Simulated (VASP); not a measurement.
# PbS in VASP: notebook, part 2 of 2

VASP 6.6.1.

### 4 Single point, r2SCAN

The input, POSCAR:

```
PbS
1.0
    2.9405000000     -2.9000000000      0.0000000000
    2.9405000000      2.9000000000      0.0000000000
   -1.0800500000      0.0000000000     11.7092900000
Pb S
2 2
Direct
    0.7756000000      0.7756000000      0.6363800000
    0.2244000000      0.2244000000      0.3636200000
    0.2684000000      0.2684000000      0.5986000000
    0.7316000000      0.7316000000      0.4014000000
```

The input, INCAR.step1:

```
SYSTEM = PbS
  PREC = Accurate
  ENCUT = 520
  ISMEAR = 0
  SIGMA = 0.01
  LREAL = .False.
  LASPH = .True.
  NELM = 80
  NBANDS = 28
  GGA = PE
  ALGO = Normal
  EDIFF = 1E-4
  LWAVE = .True.
  LCHARG = .False.
```

The input, INCAR.step2:

```
SYSTEM = PbS
  PREC = Accurate
  ENCUT = 520
  EDIFF = 1E-7
  ISMEAR = 0
  SIGMA = 0.01
  LREAL = .False.
  LASPH = .True.
  NELM = 80
  ALGO = Normal
  ISIF = 2
  LWAVE = .False.
  LCHARG = .False.
  METAGGA = R2SCAN
  LMIXTAU = .True.
  NBANDS = 28
  ISTART = 1
```

The input, KPOINTS:

```
Automatic mesh
0
Gamma
  6 6 2
  0 0 0
```

Potentials or basis: VASP PAW PBE potentials, release 64 (Pb_d, S).

The run is started by

```bash
$ cat potpaw_PBE.64/Pb_d/POTCAR potpaw_PBE.64/S/POTCAR > POTCAR
$ cp INCAR.step1 INCAR
$ mpirun -np 1 vasp_std > vasp.out
$ cp INCAR.step2 INCAR
$ mpirun -np 1 vasp_std > vasp.out
```

OUTCAR:

```text
SYSTEM = PbS
   PREC = Accurate
   ENCUT = 520
   EDIFF = 1E-7
   ISMEAR = 0
   LREAL = .False.
   LASPH = .True.
   NELM = 80
   ISIF = 2
   METAGGA = R2SCAN
   ISTART = 1

 ion  position               nearest neighbor table
   1  0.776  0.776  0.636-   4 2.75   3 2.93   3 2.93   3 2.97   3 2.98
   2  0.224  0.224  0.364-   3 2.75   4 2.93   4 2.93   4 2.97   4 2.98
   3  0.268  0.268  0.599-   2 2.75   1 2.93   1 2.93   1 2.97   1 2.98
   4  0.732  0.732  0.401-   1 2.75   2 2.93   2 2.93   2 2.97   2 2.98

[... 947 lines left out ...]
  --------------------------------------------------------------------------------------
  -------------------------------------------------------------------------------------
  Total       -0.0212196      1.1031324     -2.2650625      0.0000000      0.0000000     -0.0145334
  in kB       -0.1702422      8.8503100    -18.1723473      0.0000000      0.0000000     -0.1165998
  external PRESSURE =      -3.1640932 kB  Pullay stress =       0.0000000 kB

 VOLUME and BASIS-vectors are now :
 -----------------------------------------------------------------------------
  energy-cutoff  :      520.00
  volume of cell :      199.70
      direct lattice vectors                 reciprocal lattice vectors
     2.940500000 -2.900000000  0.000000000     0.170039109 -0.172413793  0.015684191
     2.940500000  2.900000000  0.000000000     0.170039109  0.172413793  0.015684191
    -1.080050000  0.000000000 11.709290000     0.000000000  0.000000000  0.085402275

 POSITION                                       TOTAL-FORCE (eV/Angst)
 -----------------------------------------------------------------------------------
      3.87398      0.00000      7.45156        -0.001395      0.000000     -0.553901
      0.92697      0.00000      4.25773         0.001395      0.000000      0.553901
      0.93194      0.00000      7.00918        -0.004665      0.000000     -0.195000
      3.86901      0.00000      4.70011         0.004665      0.000000      0.195000
 -----------------------------------------------------------------------------------
    total drift:                                0.000000      0.000000      0.000000

  FREE ENERGIE OF THE ION-ELECTRON SYSTEM (eV)
  ---------------------------------------------------
  free  energy   TOTEN  =      -130.8133156790 eV

  energy  without entropy=     -130.8133156790  energy(sigma->0) =     -130.81331568
```

OSZICAR.step1:

```text
N       E                     dE             d eps       ncg     rms          rms(c)
DAV:   1     0.402674889864E+03    0.40267E+03   -0.17743E+04  1488   0.130E+03
DAV:   2     0.337220746863E+02   -0.36895E+03   -0.35799E+03  1520   0.348E+02
DAV:   3    -0.158673980197E+02   -0.49589E+02   -0.48626E+02  1920   0.149E+02
DAV:   4    -0.184822867257E+02   -0.26149E+01   -0.26000E+01  1700   0.400E+01
DAV:   5    -0.185928019927E+02   -0.11052E+00   -0.11047E+00  1912   0.833E+00    0.672E+00
DAV:   6    -0.172650647291E+02    0.13277E+01   -0.32138E+00  2044   0.108E+01    0.418E+00
DAV:   7    -0.172299001783E+02    0.35165E-01   -0.67069E-01  1708   0.326E+00    0.273E+00
DAV:   8    -0.171984786612E+02    0.31422E-01   -0.19415E-01  1972   0.324E+00    0.167E+00
DAV:   9    -0.171888003708E+02    0.96783E-02   -0.51130E-02  1920   0.171E+00    0.410E-01
DAV:  10    -0.171831393954E+02    0.56610E-02   -0.10780E-02  1816   0.448E-01    0.229E-01
DAV:  11    -0.171823697341E+02    0.76966E-03   -0.33960E-03  1540   0.214E-01    0.167E-01
DAV:  12    -0.171843526587E+02   -0.19829E-02   -0.54802E-04  1328   0.150E-01    0.124E-01
DAV:  13    -0.171859256716E+02   -0.15730E-02   -0.69741E-04  1340   0.135E-01    0.257E-02
DAV:  14    -0.171862674188E+02   -0.34175E-03   -0.87878E-05  1188   0.840E-02    0.244E-02
DAV:  15    -0.171863872695E+02   -0.11985E-03   -0.42893E-05  1120   0.554E-02    0.179E-02
DAV:  16    -0.171863884706E+02   -0.12011E-05   -0.76862E-06  1300   0.249E-02
   1 F= -.17186388E+02 E0= -.17186388E+02  d E =-.101092E-14
```

It took 8.4 min on 1 thread of Intel Xeon Platinum 8259CL at 2.50GHz (Skylake/Cascade Lake), shared host; peak memory 0.39 GiB.

Results:

```
Free energy            : -130.8133 eV
Largest force          : 0.554 eV/Å
Band gap on the k mesh : 1.56 eV
```

Forces on the atoms (eV/Å):
```
Pb  -0.001  0.000 -0.554
Pb   0.001  0.000  0.554
S   -0.005  0.000 -0.195
S    0.005  0.000  0.195
```

Caveat: there is no dipole correction, which matters where the two faces differ; the PAW data sets were made with another functional, which shifts forces and pressure a little; spin-orbit coupling is left out, which moves the levels of the heavy elements.

### 5 The runs side by side

| level | gap on the mesh (eV) | largest force (eV/Å) |
| --- | --- | --- |
| BLYP | 1.18 | 0.10 |
| PBEsol | 1.25 | 0.68 |
| r2SCAN | 1.56 | 0.55 |

Alike in all rows: task single point; potentials or basis VASP PAW PBE potentials, release 64 (Pb_d, S); no spin polarisation; cell as given; k mesh 6 × 6 × 2; cutoff (eV) 520; smearing gaussian 0.01 eV.

On the cell as given the gap runs from 1.18 eV (BLYP) to 1.56 eV (r2SCAN).

Caveats: there is no dipole correction, which matters where the two faces differ; the PAW data sets were made with another functional, which shifts forces and pressure a little; spin-orbit coupling is left out, which moves the levels of the heavy elements.

Absolute energies hang on the potentials; compare differences alone.
